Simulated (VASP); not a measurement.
## Li2ClF: single point with PBE

The system is Li2ClF.

```
CELL_PARAMETERS angstrom
1.69137 0.97651 5.45078
-1.69137 0.97651 5.45078
0.00000 -1.95303 5.45078
ATOMIC_POSITIONS crystal
F 0.00000 0.00000 0.00000
Cl 0.50000 0.50000 0.50000
Li 0.26271 0.26271 0.26271
Li 0.73729 0.73729 0.73729
```

| Quantity | Value |
| --- | --- |
| Program | VASP 6.6.1 |
| Task | single point |
| Functional | PBE |
| Potentials or basis | VASP PAW PBE potentials, release 64 (F, Cl, Li_sv) |
| Cutoff | 520 eV |
| k mesh | 8 × 8 × 8 |
| Occupations | gaussian, width 0.01 eV |
| Spin | no spin polarisation |
| Dipole correction | no |
| Further INCAR settings | ALGO = Normal; EDIFF = 1e-06; NBANDS = 18 |

| Quantity | Value |
| --- | --- |
| Largest force | 0.051 eV/Å |
| Band gap on the k mesh | 4.70 eV |

Forces in eV/Å, atoms in the order of the input:
```
F    0.000  0.000  0.000
Cl   0.000  0.000  0.000
Li   0.000  0.000 -0.051
Li   0.000  0.000  0.051
```

Levels at points of the mesh, in eV from the valence-band top:
| k point | band 8 | band 9 | band 10 | band 11 | band 12 | band 13 |
| --- | --- | --- | --- | --- | --- | --- |
| (0.00, 0.00, 0.00) | -1.31 | 0.00 | 0.00 | 4.70 | 7.59 | 10.85 |
| (0.50, 0.00, 0.00) | -2.70 | -1.83 | -0.78 | 8.03 | 8.38 | 8.78 |
| (0.50, 0.50, 0.00) | -2.27 | -1.27 | -0.70 | 6.45 | 8.24 | 9.36 |
| (0.50, 0.50, 0.50) | -2.43 | -0.01 | -0.01 | 5.87 | 7.65 | 10.12 |

Run time: 5.8 min on 1 thread of Intel Xeon 8259CL, on a shared host, peak memory 0.33 GiB.

 A k mesh can miss the band edges.
